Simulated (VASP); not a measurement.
# TiO2 (Cm) in VASP: a series of runs

The runs below take TiO2 through single point, with PBEsol.

Program: VASP 6.6.1. These are calculated values, not measurements. Logs are shortened: lines on timing, memory, paths and dates and some standing lists are left out, and cuts for length are marked.

### Step 1. The cell of the first run

It takes space group Cm (No. 8, monoclinic). The conventional cell has a = 6.493 Å, b = 6.493 Å, c = 2.939 Å, α = 90.00°, β = 90.00°, γ = 90.00°. Within 2.4 Å of Ti (site symmetry m) lie 6 O at 1.82 to 2.07 Å. Ti (site symmetry m) has 6 O at 1.94 to 1.98 Å within 2.6 Å. O (site symmetry 1) has 3 Ti at 1.94 to 1.98 Å and 1 O at 2.54 Å within 2.6 Å. Within 2.4 Å of O (site symmetry m) lie 3 Ti at 1.82 to 1.98 Å. O (site symmetry m) has 3 Ti at 1.93 to 2.07 Å and 1 O at 2.54 Å within 2.6 Å.

### Step 2. Single point, PBEsol (atom 1 (Ti) moved +0.125 Å towards its neighbour atom 4 (O) at 1.942 Å)

File INCAR:

```
SYSTEM = TiO2
PREC = Accurate
ENCUT = 520
EDIFF = 1E-7
ISMEAR = 0
SIGMA = 0.05
LREAL = .False.
LASPH = .True.
NELM = 80
ALGO = Normal
ISIF = 2
LWAVE = .False.
LCHARG = .False.
GGA = PS
NBANDS = 33
```

File KPOINTS:

```
Automatic mesh
0
Gamma
  6 6 10
  0 0 0
```

File POSCAR:

```
TiO2
1.0
    4.5912476203      0.0000000000      0.0000000000
    0.0000000000      4.5912476203      0.0000000000
    0.0000000000      0.0000000000      2.9389940195
Ti O
2 4
Direct
    0.0125869535     -0.0125869535     -0.0321816135
    0.5000000000      0.5000000000      0.5000000000
    0.3044387440      0.3044387440      0.0000000000
    0.1955612560      0.8044387440      0.5000000000
    0.6955612560      0.6955612560      0.0000000000
    0.8044387440      0.1955612560      0.5000000000
```

Potentials or basis: VASP PAW PBE potentials, release 64 (Ti_sv, O).

Command:

```
$ cat potpaw_PBE.64/Ti_sv/POTCAR potpaw_PBE.64/O/POTCAR > POTCAR
$ mpirun -np 1 vasp_std > vasp.out
```

OUTCAR:

```text
SYSTEM = TiO2
   PREC = Accurate
   ENCUT = 520
   EDIFF = 1E-7
   ISMEAR = 0
   LREAL = .False.
   LASPH = .True.
   NELM = 80
   ISIF = 2
   GGA = PS

 ion  position               nearest neighbor table
   1  0.013  0.987  0.968-   4 1.82   6 1.93   4 1.96   5 1.98   3 1.98   6 2.07
   2  0.500  0.500  0.500-   3 1.94   5 1.94   3 1.94   5 1.94   4 1.98   6 1.98
   3  0.304  0.304  0.000-   2 1.94   2 1.94   1 1.98
   4  0.196  0.804  0.500-   1 1.82   1 1.96   2 1.98
   5  0.696  0.696  0.000-   2 1.94   2 1.94   1 1.98
   6  0.804  0.196  0.500-   1 1.93   2 1.98   1 2.07

  LATTYP: Found a simple tetragonal cell.
 ALAT       =     4.5912476203
 C/A-ratio  =     0.6401297126

  Lattice vectors:

 A1 = (   4.5912476203,   0.0000000000,   0.0000000000)
 A2 = (   0.0000000000,   4.5912476203,   0.0000000000)
 A3 = (   0.0000000000,   0.0000000000,   2.9389940195)

Analysis of symmetry for initial positions (statically):
=====================================================================
 Subroutine PRICEL returns:
 Original cell was already a primitive cell.

 Routine SETGRP: Setting up the symmetry group for a
 simple tetragonal supercell.

 Subroutine GETGRP returns: Found  2 space group operations
 (whereof  2 operations were pure point group operations)
 out of a pool of 16 trial point group operations.

The static configuration has the point symmetry C_1h.

Analysis of symmetry for dynamics (positions and initial velocities):
=====================================================================
 Subroutine PRICEL returns:
 Original cell was already a primitive cell.

 Routine SETGRP: Setting up the symmetry group for a
 simple tetragonal supercell.

 Subroutine GETGRP returns: Found  2 space group operations
 (whereof  2 operations were pure point group operations)
 out of a pool of 16 trial point group operations.

The dynamic configuration has the point symmetry C_1h.

 Subroutine INISYM returns: Found  2 space group operations
 (whereof  2 operations are pure point group operations),
 and found     1 'primitive' translations

----------------------------------------------------------------------------------------

                                     Primitive cell

  volume of cell :      61.9527

  direct lattice vectors                    reciprocal lattice vectors
     4.591247620  0.000000000  0.000000000     0.217805721  0.000000000  0.000000000
     0.000000000  4.591247620  0.000000000     0.000000000  0.217805721  0.000000000
     0.000000000  0.000000000  2.938994019     0.000000000  0.000000000  0.340252479

  length of vectors
     4.591247620  4.591247620  2.938994019     0.217805721  0.217805721  0.340252479

  position of ions in fractional coordinates (direct lattice)
     0.012586953  0.987413047  0.967818386
     0.500000000  0.500000000  0.500000000
     0.304438744  0.304438744  0.000000000
     0.195561256  0.804438744  0.500000000
     0.695561256  0.695561256  0.000000000
     0.804438744  0.195561256  0.500000000

  ion indices of the primitive-cell ions
   primitive index   ion index
                 1           1
                 2           2
                 3           3
                 4           4
                 5           5
                 6           6

----------------------------------------------------------------------------------------

 KPOINTS: Automatic mesh

Automatic generation of k-mesh.
 Grid dimensions read from file:
 generate k-points for:    6    6   10

 Generating k-lattice:

  Cartesian coordinates                     Fractional coordinates (reciprocal lattice)
     0.036300954  0.000000000  0.000000000     0.166666667  0.000000000  0.000000000
     0.000000000  0.036300954  0.000000000     0.000000000  0.166666667  0.000000000
     0.000000000  0.000000000  0.034025248     0.000000000  0.000000000  0.100000000

  Length of vectors
     0.036300954  0.036300954  0.034025248

  Shift w.r.t. Gamma in fractional coordinates (k-lattice)
     0.000000000  0.000000000  0.000000000

 Subroutine IBZKPT returns following result:
 ===========================================

 Found    110 irreducible k-points:

 Following reciprocal coordinates:
            Coordinates               Weight
  0.000000  0.000000  0.000000      1.000000
  0.166667  0.000000  0.000000      4.000000
  0.333333  0.000000  0.000000      4.000000
  0.500000  0.000000  0.000000      2.000000
  0.166667  0.166667  0.000000      2.000000
 -0.166667  0.166667  0.000000      2.000000
[... 16 lines left out ...]
  0.333333  0.166667  0.100000      4.000000
 -0.166667  0.333333  0.100000      4.000000
 [... further k-points ...]
   k-points           NKPTS =    110   k-points in BZ     NKDIM =    110   number of bands    NBANDS=     33
   number of dos      NEDOS =    301   number of ions     NIONS =      6
   total plane-waves  NPLWV =  31104
   dimension x,y,z NGX =    36 NGY =   36 NGZ =   24
   dimension x,y,z NGXF=    72 NGYF=   72 NGZF=   48
   ions per type =               2   4
   NGX,Y,Z   is equivalent  to a cutoff of  13.04, 13.04, 13.58 a.u.
   NGXF,Y,Z  is equivalent  to a cutoff of  26.07, 26.07, 27.15 a.u.
 SYSTEM =  TiO2
   PREC   = accura    normal or accurate (medium, high low for compatibility)
   ISTART =      0    job   : 0-new  1-cont  2-samecut
   ICHARG =      2    charge: 1-file 2-atom 10-const
   ISPIN  =      1    spin polarized calculation?
   LNONCOLLINEAR =      F non collinear calculations
   LSORBIT =      F    spin-orbit coupling
   LASPH  =      T    aspherical Exc in radial PAW
   ENCUT  =  520.0 eV  38.22 Ry    6.18 a.u.   8.54  8.54  5.46*2*pi/ulx,y,z
   NELM   =     80;   NELMIN=  2; NELMDL= -5     # of ELM steps
   EDIFF  = 0.1E-06   stopping-criterion for ELM
   LREAL  =      F    real-space projection
   EDIFFG = 0.1E-05   stopping-criterion for IOM
   NSW    =      0    number of steps for IOM
   IBRION =     -1    ionic relax: 0-MD 1-quasi-New 2-CG
   NFREE  =      0    steps in history (QN), initial steepest desc. (CG)
   ISIF   =      2    stress and relaxation
   ISYM   =      2    0-nonsym 1-usesym 2-fastsym
   POTIM  = 0.5000    time-step for ionic-motion
   TEBEG  =    0.0;   TEEND  =   0.0 temperature during run
   PSTRESS=    0.0 pullay stress
   NELECT =      48.0000    total number of electrons
   NUPDOWN=      -1.0000    fix difference up-down
   EMIN   =  10.00;   EMAX   =-10.00  energy-range for DOS
   EFERMI =   0.00;   METHOD = LEGACY
   ISMEAR =     0;   SIGMA  =   0.05  broadening in eV -4-tet -1-fermi 0-gaus
   EFERMI_NEDOS =   21; number of points for ismear=-14 and -15
   IALGO  =     38    algorithm
   IMIX   =      4    mixing-type and parameters
     AMIX     =   0.40;   BMIX     =  1.00
     AMIX_MAG =   1.60;   BMIX_MAG =  1.00
  volume/ion in A,a.u.               =      10.33        69.68
  Fermi-wavevector in a.u.,A,eV,Ry     =   1.503610  2.841411 30.760636  2.260843
  Thomas-Fermi vector in A             =   2.614698
   LORBIT       =      0    0 simple, 1 ext, 2 COOP (PROOUT), +10 PAW based schemes
   GGA     = PS    functional components
   LHFCALC =     F    Hartree Fock is set to
   AEXX    =    0.0000 exact exchange contribution
   IVDW    =     0    specifies the selected vdW correction
   LEPSILON=     F    determine dielectric tensor
   LRPA    =     F    only Hartree local field effects (RPA)
 non-spin polarized calculation
 Gauss-broadening in eV      SIGMA  =   0.05
  energy-cutoff  :      520.00
  volume of cell :       61.95
 maximum number of plane-waves:      1696
 NGX is ok and might be reduce to    36
   NGX = 17   NGY = 17   NGZ = 11

 number of electron      48.0000021 magnetization

 Free energy of the ion-electron system (eV)
  ---------------------------------------------------
  ext. energy  EPLUGINS =         0.00000000
  ---------------------------------------------------
  free energy    TOTEN  =       -56.01346258 eV

  energy without entropy =      -56.01346258  energy(sigma->0) =      -56.01346258

 E-fermi :   5.1942     XC(G=0): -11.7388

 val. band max:        4.8950265404   @ k =   0.0000   0.0000   0.0000
 cond. band min:       6.6960339804   @ k =   0.5000   0.0000   0.5000
 fundamental gap:      1.8010074400
 Fermi energy:         5.1941949533

 k-point     1 :       0.0000    0.0000    0.0000
  band No.  band energies     occupation
      1     -51.8096      2.00000
      2     -51.7535      2.00000
      3     -28.2355      2.00000
      4     -28.2318      2.00000
      5     -28.0621      2.00000
      6     -28.0320      2.00000
[... 25 lines left out ...]
     32      11.5179      0.00000
     33      11.5828      0.00000

 k-point     2 :       0.1667    0.0000    0.0000
  band No.  band energies     occupation
      1     -51.8092      2.00000
      2     -51.7539      2.00000
      3     -28.2259      2.00000
      4     -28.2232      2.00000
      5     -28.0730      2.00000
      6     -28.0415      2.00000
[... 25 lines left out ...]
     32      11.4214      0.00000
     33      11.5093      0.00000

 k-point     3 :       0.3333    0.0000    0.0000
  band No.  band energies     occupation
      1     -51.8084      2.00000
      2     -51.7546      2.00000
      3     -28.2044      2.00000
      4     -28.1984      2.00000
      5     -28.1015      2.00000
      6     -28.0636      2.00000
[... 25 lines left out ...]
     32      11.1988      0.00000
     33      11.3556      0.00000

 k-point     4 :       0.5000    0.0000    0.0000
  band No.  band energies     occupation
      1     -51.8080      2.00000
      2     -51.7550      2.00000
      3     -28.1913      2.00000
      4     -28.1761      2.00000
      5     -28.1251      2.00000
      6     -28.0774      2.00000
[... 25 lines left out ...]
     32      10.8705      0.00000
     33      11.2486      0.00000

 k-point     5 :       0.1667    0.1667    0.0000
  band No.  band energies     occupation
      1     -51.8089      2.00000
      2     -51.7541      2.00000
      3     -28.2391      2.00000
      4     -28.2016      2.00000
      5     -28.0651      2.00000
      6     -28.0598      2.00000
[... 604 lines left out ...]
 k-point    22 :       0.1667   -0.1667    0.1000
  band No.  band energies     occupation
      1     -51.8045      2.00000
      2     -51.7499      2.00000
      3     -28.2223      2.00000
      4     -28.1925      2.00000
      5     -28.0982      2.00000
      6     -28.0611      2.00000
[... 25 lines left out ...]
     32      11.0507      0.00000
     33      11.3586      0.00000

 k-point    23 :       0.3333    0.1667    0.1000
  band No.  band energies     occupation
      1     -51.8039      2.00000
      2     -51.7504      2.00000
      3     -28.2234      2.00000
      4     -28.1805      2.00000
      5     -28.0897      2.00000
      6     -28.0664      2.00000
[... 25 lines left out ...]
     32      10.8687      0.00000
     33      11.3246      0.00000

 k-point    24 :      -0.1667    0.3333    0.1000
  band No.  band energies     occupation
      1     -51.8039      2.00000
      2     -51.7504      2.00000
      3     -28.2166      2.00000
      4     -28.1739      2.00000
      5     -28.1202      2.00000
      6     -28.0633      2.00000
[... 25 lines left out ...]
     32      10.9464      0.00000
     33      11.2807      0.00000

 [... further k-points ...]
[... 5 lines left out ...]
  --------------------------------------------------------------------------------------
  -------------------------------------------------------------------------------------
  Total        0.4178649      0.4178649      1.2129014     -0.3278325      0.5978213     -0.5978205
  in kB       10.8065330     10.8065330     31.3672136     -8.4781764     15.4604394    -15.4604183
  external PRESSURE =      17.6600932 kB  Pullay stress =       0.0000000 kB

 VOLUME and BASIS-vectors are now :
 -----------------------------------------------------------------------------
  energy-cutoff  :      520.00
  volume of cell :       61.95
      direct lattice vectors                 reciprocal lattice vectors
     4.591247620  0.000000000  0.000000000     0.217805721  0.000000000  0.000000000
     0.000000000  4.591247620  0.000000000     0.000000000  0.217805721  0.000000000
     0.000000000  0.000000000  2.938994019     0.000000000  0.000000000  0.340252479

 POSITION                                       TOTAL-FORCE (eV/Angst)
 -----------------------------------------------------------------------------------
      0.05779      4.53346      2.84441        -1.345299      1.345299      0.349198
      2.29562      2.29562      1.46950         0.826365     -0.826365     -0.034799
      1.39775      1.39775      0.00000        -0.044333     -0.007963      0.005515
      0.89787      3.69338      1.46950         0.443771     -0.443771     -0.489040
      3.19349      3.19349      0.00000         0.007963      0.044333      0.005515
      3.69338      0.89787      1.46950         0.111533     -0.111533      0.163611
 -----------------------------------------------------------------------------------
    total drift:                                0.000121     -0.000121      0.000006

  FREE ENERGIE OF THE ION-ELECTRON SYSTEM (eV)
  ---------------------------------------------------
  free  energy   TOTEN  =       -56.0134625771 eV

  energy  without entropy=      -56.0134625771  energy(sigma->0) =      -56.01346258
```

Wall time 4.4 min (1 thread of Intel Xeon Platinum 8259CL at 2.50GHz (Skylake/Cascade Lake), shared host); peak memory 0.29 GiB.

Results:

```yaml
Free_energy: -56.0135 eV
Pressure: 1.8 GPa
Largest_force: 1.934 eV/Å
Band_gap_on_the_k_mesh: 1.80 eV (least direct gap 1.85 eV)
```

Forces on the atoms (eV/Å):
```
Ti  -1.345  1.345  0.349
Ti   0.826 -0.826 -0.035
O   -0.044 -0.008  0.006
O    0.444 -0.444 -0.489
O    0.008  0.044  0.006
O    0.112 -0.112  0.164
```

Levels at points of the mesh, in eV from the valence-band top:
```tsv
k point	band 22	band 23	band 24	band 25	band 26	band 27
(0.00, 0.00, 0.00)	-0.74	-0.57	0.00	1.85	2.17	2.37
(0.50, 0.00, 0.00)	-1.58	-1.08	-0.65	2.36	2.51	3.02
(0.50, 0.50, 0.00)	-1.38	-1.17	-1.15	1.81	2.01	2.47
(0.00, 0.00, 0.50)	-2.42	-1.54	-1.48	2.76	3.08	3.11
(0.50, 0.00, 0.50)	-2.15	-1.14	-1.11	1.80	1.89	3.17
(0.50, 0.50, 0.50)	-1.34	-0.75	-0.69	2.36	2.69	3.07
```

Caveat: the cell differs from its parent crystal (atom 1 (Ti) moved +0.125 Å towards its neighbour atom 4 (O) at 1.942 Å); the PAW data sets were made with another functional, which shifts forces and pressure a little. A k mesh can miss the band edges.

### Step 3. Single point, PBEsol (atom 1 (Ti) moved +0.075 Å towards its neighbour atom 4 (O) at 1.942 Å)

File INCAR:

```
SYSTEM = TiO2
PREC = Accurate
ENCUT = 520
EDIFF = 1E-6
ISMEAR = 0
SIGMA = 0.05
LREAL = .FALSE.
LASPH = .TRUE.
NELM = 100
ALGO = Normal
ISIF = 2
LWAVE = .FALSE.
LCHARG = .TRUE.
GGA = PS
LELF = .TRUE.
LVHAR = .TRUE.
NBANDS = 33
```

File KPOINTS:

```
regular mesh
0
G
  6 6 10
  0 0 0
```

POSCAR: that of step 2 with these lines changed.

```diff
@@ -8,3 +8,3 @@
 Direct
-    0.0125869535     -0.0125869535     -0.0321816135
+    0.0075521721     -0.0075521721     -0.0193089681
     0.5000000000      0.5000000000      0.5000000000
```

Potentials or basis: VASP PAW PBE potentials, release 64 (Ti_sv, O).

Command:

```
$ cat potpaw_PBE.64/Ti_sv/POTCAR potpaw_PBE.64/O/POTCAR > POTCAR
$ mpirun -np 1 vasp_std > vasp.out
```

It took 4.2 min on 1 thread of Intel Xeon Platinum 8259CL at 2.50GHz (Skylake/Cascade Lake), shared host; peak memory 0.29 GiB.

The run converged. Its results:

| Property | Result |
| --- | --- |
| Free energy | -56.0700 eV |
| Pressure | 1.0 GPa |
| Largest force | 1.082 eV/Å |
| Band gap on the k mesh | 1.84 eV |

Forces on the atoms (eV/Å):
```
Ti  -0.761  0.761  0.114
Ti   0.498 -0.498 -0.021
O   -0.032 -0.009  0.006
O    0.212 -0.212 -0.168
O    0.009  0.032  0.006
O    0.074 -0.074  0.063
```

Stress tensor (GPa, compression positive):
```
 0.74 -0.31 -0.56
-0.31  0.74  0.56
-0.56  0.56  1.66
```

Levels at points of the mesh, in eV from the valence-band top:
```csv
k point,band 22,band 23,band 24,band 25,band 26,band 27
"(0.00, 0.00, 0.00)",-0.58,-0.51,0.00,1.85,2.13,2.40
"(0.50, 0.00, 0.00)",-1.61,-0.94,-0.68,2.45,2.52,3.03
"(0.50, 0.50, 0.00)",-1.33,-1.14,-1.12,1.84,1.92,2.50
"(0.00, 0.00, 0.50)",-2.40,-1.49,-1.46,2.86,3.05,3.18
"(0.50, 0.00, 0.50)",-2.11,-1.09,-1.08,1.85,1.88,3.22
"(0.50, 0.50, 0.50)",-1.31,-0.71,-0.68,2.46,2.67,3.15
```

Caveat: the cell differs from its parent crystal (atom 1 (Ti) moved +0.075 Å towards its neighbour atom 4 (O) at 1.942 Å); the PAW data sets were made with another functional, which shifts forces and pressure a little.

### Step 4. Single point, PBEsol (atom 1 (Ti) moved +0.025 Å towards its neighbour atom 4 (O) at 1.942 Å)

File INCAR:

```
SYSTEM = TiO2
  ALGO = Normal
  EDIFF = 1E-7
  ENCUT = 520
  GGA = PS
  ISIF = 2
  ISMEAR = 0
  LASPH = .TRUE.
  LCHARG = .TRUE.
  LELF = .TRUE.
  LREAL = .FALSE.
  LVHAR = .TRUE.
  LWAVE = .FALSE.
  NBANDS = 33
  NELM = 100
  PREC = Accurate
  SIGMA = 0.05
```

File KPOINTS:

```
k-points
0
G
  6 6 10
  0 0 0
```

POSCAR: that of step 3 with these lines changed.

```diff
@@ -8,3 +8,3 @@
 Direct
-    0.0075521721     -0.0075521721     -0.0193089681
+    0.0025173907     -0.0025173907     -0.0064363227
     0.5000000000      0.5000000000      0.5000000000
```

Command:

```
$ cat potpaw_PBE.64/Ti_sv/POTCAR potpaw_PBE.64/O/POTCAR > POTCAR
$ mpirun -np 1 vasp_std > vasp.out
```

Run time: 6 min. Hardware: 1 thread of Intel Xeon Platinum 8259CL at 2.50GHz (Skylake/Cascade Lake), shared host; peak memory 0.29 GiB.

It converged, with:

```yaml
Free_energy: -56.0953 eV
Pressure: 0.7 GPa
Largest_force: 0.348 eV/Å
Band_gap_on_the_k_mesh: 1.84 eV
```

Forces on the atoms (eV/Å):
```
Ti  -0.246  0.246  0.021
Ti   0.166 -0.166 -0.007
O   -0.022 -0.014  0.003
O    0.067 -0.067 -0.022
O    0.014  0.022  0.003
O    0.020 -0.020  0.003
```

Stress tensor (GPa, compression positive):
```
 0.59 -0.03 -0.06
-0.03  0.59  0.06
-0.06  0.06  0.96
```

Levels at points of the mesh, in eV from the valence-band top:
| k point | band 21 | band 22 | band 23 | band 24 | band 25 | band 26 | band 27 | band 28 |
| --- | --- | --- | --- | --- | --- | --- | --- | --- |
| (0.00, 0.00, 0.00) | -0.69 | -0.47 | -0.46 | 0.00 | 1.84 | 2.12 | 2.42 | 2.51 |
| (0.50, 0.00, 0.00) | -1.65 | -1.62 | -0.81 | -0.72 | 2.51 | 2.53 | 3.05 | 3.05 |
| (0.50, 0.50, 0.00) | -1.29 | -1.29 | -1.09 | -1.09 | 1.87 | 1.88 | 2.53 | 2.54 |
| (0.00, 0.00, 0.50) | -2.46 | -2.41 | -1.45 | -1.45 | 2.95 | 3.02 | 3.22 | 3.24 |
| (0.50, 0.00, 0.50) | -2.09 | -2.09 | -1.06 | -1.06 | 1.88 | 1.88 | 3.25 | 3.26 |
| (0.50, 0.50, 0.50) | -1.34 | -1.30 | -0.68 | -0.68 | 2.56 | 2.63 | 3.21 | 3.21 |

Caveat: the cell differs from its parent crystal (atom 1 (Ti) moved +0.025 Å towards its neighbour atom 4 (O) at 1.942 Å); the PAW data sets were made with another functional, which shifts forces and pressure a little. A k mesh can miss the band edges.

### Step 5. Overview

```tsv
cell	gap on the mesh (eV)	pressure (GPa)	largest force (eV/Å)
as given, atomic positions A	1.80	1.8	1.93
as given, atomic positions B	1.84	1.0	1.08
as given, atomic positions C	1.84	0.7	0.35
```

Alike in all rows: task single point; level PBEsol; potentials or basis VASP PAW PBE potentials, release 64 (Ti_sv, O); no spin polarisation; k mesh 6 × 6 × 10; cutoff (eV) 520; smearing gaussian 0.05 eV.

Caveats: the PAW data sets were made with another functional, which shifts forces and pressure a little.

Absolute energies hang on the potentials; compare differences alone.
